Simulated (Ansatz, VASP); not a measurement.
One calculation of KF, two programs

```
K F
1.0
    -0.11091    2.56812    2.56812
     2.56812   -0.11091    2.56812
     2.56812    2.56812   -0.11091
K F
1 1
Direct
  0.00000 0.00000 0.00000
  0.50000 0.50000 0.50000
```

Alike in both runs: task single point; functional LDA; k mesh 8 × 8 × 8; occupations gaussian, width 0.05 eV; no spin polarisation.

|  | VASP | Ansatz |
| --- | --- | --- |
| version | VASP 6.6.1 | Ansatz 0.2.0 |
| potentials or method | VASP PAW LDA potentials, release 64 (K_sv, F), cutoff 520 eV | scalar-relativistic, plane waves, PAW |
| valence electrons in the cell | 16 | 16 |

|  | VASP | Ansatz | Ansatz less VASP |
| --- | --- | --- | --- |
| gap on the k mesh at the Fermi level (eV) | 6.03 | 6.05 | +0.018 |
| least direct gap on the mesh (eV) | 6.03 | 6.05 | +0.018 |
| pressure (GPa) | -1.8 | -1.9 | -0.16 |
| traceless stress, the component that is largest in VASP (GPa) | 0.53 | 0.54 | +0.011 |

LDA's correlation is that of Perdew and Zunger in VASP and of Perdew and Wang (1992) in Ansatz.
